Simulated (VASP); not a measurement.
# KCl (Fm-3m) in VASP: a series of runs, part 2 of 2

VASP 6.6.1.

**3. Relaxation of cell and atoms, PBEsol**

This run uses another cell than the first one, of 32.43 Å³/atom.

INCAR reads:

```
  ALGO = Normal
  EDIFF = 1E-7
  EDIFFG = -0.005
  ENCUT = 600
  GGA = PS
  IBRION = 2
  ISIF = 3
  ISMEAR = -1
  LASPH = True
  LCHARG = False
  LREAL = False
  LWAVE = False
  NELM = 100
  NSW = 80
  PREC = Accurate
  SIGMA = 0.02
```

KPOINTS reads:

```
k-points
0
Gamma
  6 6 6
```

POSCAR reads:

```
KCl
1.0
    0.0000000000      3.1888501448      3.1888501448
    3.1888501448      0.0000000000      3.1888501448
    3.1888501448      3.1888501448      0.0000000000
K Cl
1 1
Direct
    0.0000000000      0.0000000000      0.0000000000
    0.5000000000      0.5000000000      0.5000000000
```

Potentials or basis: VASP PAW PBE potentials, release 64 (K_sv, Cl).

Command:

```bash
$ cat potpaw_PBE.64/K_sv/POTCAR potpaw_PBE.64/Cl/POTCAR > POTCAR
$ mpirun -np 1 vasp_std > vasp.out
```

OUTCAR:

```text
EDIFF = 1E-7
   EDIFFG = -0.005
   ENCUT = 600
   GGA = PS
   IBRION = 2
   ISIF = 3
   ISMEAR = -1
   LASPH = True
   LREAL = False
   NELM = 100
   NSW = 80
   PREC = Accurate

 ion  position               nearest neighbor table
   1  0.000  0.000  0.000-   2 3.19   2 3.19   2 3.19   2 3.19   2 3.19   2 3.19
   2  0.500  0.500  0.500-   1 3.19   1 3.19   1 3.19   1 3.19   1 3.19   1 3.19

  LATTYP: Found a face centered cubic cell.
 ALAT       =     6.3777002896

  Lattice vectors:

 A1 = (   0.0000000000,   3.1888501448,   3.1888501448)
 A2 = (   3.1888501448,   0.0000000000,   3.1888501448)
 A3 = (   3.1888501448,   3.1888501448,   0.0000000000)

Analysis of symmetry for initial positions (statically):
=====================================================================
 Subroutine PRICEL returns:
 Original cell was already a primitive cell.

 Routine SETGRP: Setting up the symmetry group for a
 face centered cubic supercell.

 Subroutine GETGRP returns: Found 48 space group operations
 (whereof 48 operations were pure point group operations)
 out of a pool of 48 trial point group operations.

The static configuration has the point symmetry O_h .
[... 143 lines left out ...]

 number of electron      15.9999998 magnetization

 Free energy of the ion-electron system (eV)
  ---------------------------------------------------
  ext. energy  EPLUGINS =         0.00000000
  ---------------------------------------------------
  free energy    TOTEN  =        -7.01179303 eV

  energy without entropy =       -7.01179303  energy(sigma->0) =       -7.01179303

------------------------ aborting loop because EDIFF is reached ----------------------------------------

  FORCE on cell =-STRESS in cart. coord.  units (eV):
  Direction    XX          YY          ZZ          XY          YZ          ZX
  --------------------------------------------------------------------------------------
  -------------------------------------------------------------------------------------
  Total       -0.3812325     -0.3812325     -0.3812325      0.0000000     -0.0000000     -0.0000000
  in kB       -9.4182047     -9.4182047     -9.4182047      0.0000000     -0.0000000     -0.0000000
  external PRESSURE =      -9.4182047 kB  Pullay stress =       0.0000000 kB
[... 95 lines left out ...]
--------------------------------------- Ionic step        4  -------------------------------------------

 number of electron      16.0000002 magnetization

 Free energy of the ion-electron system (eV)
  ---------------------------------------------------
  ext. energy  EPLUGINS =         0.00000000
  ---------------------------------------------------
  free energy    TOTEN  =        -7.02346340 eV

  energy without entropy =       -7.02346340  energy(sigma->0) =       -7.02346340

 E-fermi :  -1.3279     XC(G=0):  -7.8034

 val. band max:       -1.8294160733   @ k =   0.0000   0.0000   0.0000
 cond. band min:       3.2546919843   @ k =   0.0000   0.0000   0.0000
 fundamental gap:      5.0841080576
 Fermi energy:        -1.3279142909

 k-point     1 :       0.0000    0.0000    0.0000
  band No.  band energies     occupation
      1     -28.8274      2.00000
      2     -13.9429      2.00000
      3     -12.3547      2.00000
      4     -12.3547      2.00000
      5     -12.3547      2.00000
      6      -1.8294      2.00000
      7      -1.8294      2.00000
      8      -1.8294      2.00000
      9       3.2547      0.00000
     10       6.4718      0.00000
     11       6.4718      0.00000
     12       6.4718      0.00000
[... 252 lines left out ...]
  FREE ENERGIE OF THE ION-ELECTRON SYSTEM (eV)
  ---------------------------------------------------
  free  energy   TOTEN  =        -7.0234634013 eV

  energy  without entropy=       -7.0234634013  energy(sigma->0) =       -7.02346340

 reached required accuracy - stopping structural energy minimisation
```

It took 59 s on 1 thread of Intel Xeon Platinum 8488C (Sapphire Rapids), shared host; peak memory 0.22 GiB.

Results:

```yaml
Free_energy: -7.0235 eV
Relaxed_volume: 30.56 Å³/atom
Relaxed_cell: a = 4.421 Å, b = 4.421 Å, c = 4.421 Å, α = 60.00°, β = 60.00°, γ = 60.00°
Space_group_after_relaxing_to_0.1_Å: Fm-3m (No. 225)
Energy_gained_by_relaxing: 5.8 meV/atom
Ionic_steps: 4
Pressure_after_relaxing: 0.0 GPa
Band_gap_on_the_k_mesh: 5.08 eV
```

Step by step:
```tsv
step	energy change (eV)	largest force (eV/Å)	pressure (GPa)	volume (Å³)
1	0.0000	0.0000	-0.94	64.85
2	-0.0083	0.0000	-0.54	63.08
3	-0.0116	0.0000	-0.06	61.34
4	-0.0117	0.0000	0.00	61.12
```

Final structure:
```
K Cl
1.0
     0.00000    3.12641    3.12641
     3.12641    0.00000    3.12641
     3.12641    3.12641    0.00000
K Cl
1 1
Cartesian
  0.0000 0.0000 0.0000
  3.1264 3.1264 3.1264
```

Caveat: the PAW data sets were made with another functional, which shifts forces and pressure a little.

**4. Relaxation of cell and atoms, LDA**

This run uses another cell than the first one, of 32.43 Å³/atom.

INCAR reads:

```
SYSTEM = KCl
PREC = Accurate
ENCUT = 600
EDIFF = 1E-7
ISMEAR = -1
SIGMA = 0.02
LREAL = .False.
LASPH = .True.
NELM = 80
ALGO = Normal
ISIF = 3
LWAVE = .False.
LCHARG = .False.
IBRION = 2
NSW = 80
EDIFFG = -0.005
```

KPOINTS reads:

```
Automatic mesh
0
Gamma
  6 6 6
  0 0 0
```

POSCAR is that of step 3.

Potentials or basis: VASP PAW LDA potentials, release 64 (K_sv, Cl).

Command:

```bash
$ cat potpaw_LDA.64/K_sv/POTCAR potpaw_LDA.64/Cl/POTCAR > POTCAR
$ mpirun -np 1 vasp_std > vasp.out
```

It took 42 s on 1 thread of Intel Xeon Platinum 8488C (Sapphire Rapids), shared host; peak memory 0.19 GiB.

The run converged. Its results:

* Free energy: -7.4084 eV
* Relaxed volume: 28.17 Å³/atom
* Relaxed cell: a = 4.303 Å, b = 4.303 Å, c = 4.303 Å, α = 60.00°, β = 60.00°, γ = 60.00°
* Space group after relaxing (to 0.1 Å): Fm-3m (No. 225)
* Energy gained by relaxing: 36.2 meV/atom
* Ionic steps: 4
* Pressure after relaxing: 0.0 GPa
* Band gap on the k mesh: 5.10 eV

The path:
| step | energy change (eV) | largest force (eV/Å) | pressure (GPa) | volume (Å³) |
| --- | --- | --- | --- | --- |
| 1 | 0.0000 | 0.0000 | -2.39 | 64.85 |
| 2 | -0.0535 | 0.0000 | -1.41 | 60.43 |
| 3 | -0.0721 | 0.0000 | -0.19 | 56.85 |
| 4 | -0.0724 | 0.0000 | 0.02 | 56.35 |

Final structure:
```cif
data_structure
_symmetry_space_group_name_H-M 'P 1'
_symmetry_Int_Tables_number 1
_cell_length_a 4.3032
_cell_length_b 4.3032
_cell_length_c 4.3032
_cell_angle_alpha 60.000
_cell_angle_beta 60.000
_cell_angle_gamma 60.000
_cell_volume 56.35
loop_
_atom_site_label
_atom_site_type_symbol
_atom_site_fract_x
_atom_site_fract_y
_atom_site_fract_z
_atom_site_occupancy
K1 K 0.00000 0.00000 0.00000 1
Cl1 Cl 0.50000 0.50000 0.50000 1
```

Levels at points of the mesh, in eV from the valence-band top:
| k point | band 5 | band 6 | band 7 | band 8 | band 9 | band 10 | band 11 | band 12 |
| --- | --- | --- | --- | --- | --- | --- | --- | --- |
| (0.00, 0.00, 0.00) | -10.31 | 0.00 | 0.00 | 0.00 | 5.10 | 8.11 | 8.11 | 8.11 |
| (0.50, 0.00, 0.00) | -9.99 | -1.33 | -0.44 | -0.44 | 7.47 | 8.64 | 10.59 | 10.59 |
| (0.50, 0.50, 0.00) | -10.40 | -0.76 | -0.25 | -0.25 | 6.05 | 8.44 | 10.23 | 10.25 |

**5. The runs side by side**

| level | potentials or basis | cell | gap on the mesh (eV) | pressure (GPa) | relaxed volume (Å³/atom) |
| --- | --- | --- | --- | --- | --- |
| PBE | VASP PAW PBE potentials, release 64 (K_sv, Cl) | relaxed from a = 4.443 Å, angles 60.0°, 2 atoms | 5.04 | 0.0 | 32.58 |
| PBEsol | VASP PAW PBE potentials, release 64 (K_sv, Cl) | relaxed from a = 4.510 Å, angles 60.0°, 2 atoms | 5.08 | 0.0 | 30.56 |
| LDA | VASP PAW LDA potentials, release 64 (K_sv, Cl) | relaxed from a = 4.510 Å, angles 60.0°, 2 atoms | 5.10 | 0.0 | 28.17 |

Alike in all rows: task relaxation of cell and atoms; no spin polarisation; k mesh 6 × 6 × 6; cutoff (eV) 600; smearing fermi-dirac 0.02 eV.

Caveats: the PAW data sets were made with another functional, which shifts forces and pressure a little (at least some runs).

Total energies depend on the potentials used, so only differences within one code and one set of settings carry meaning.
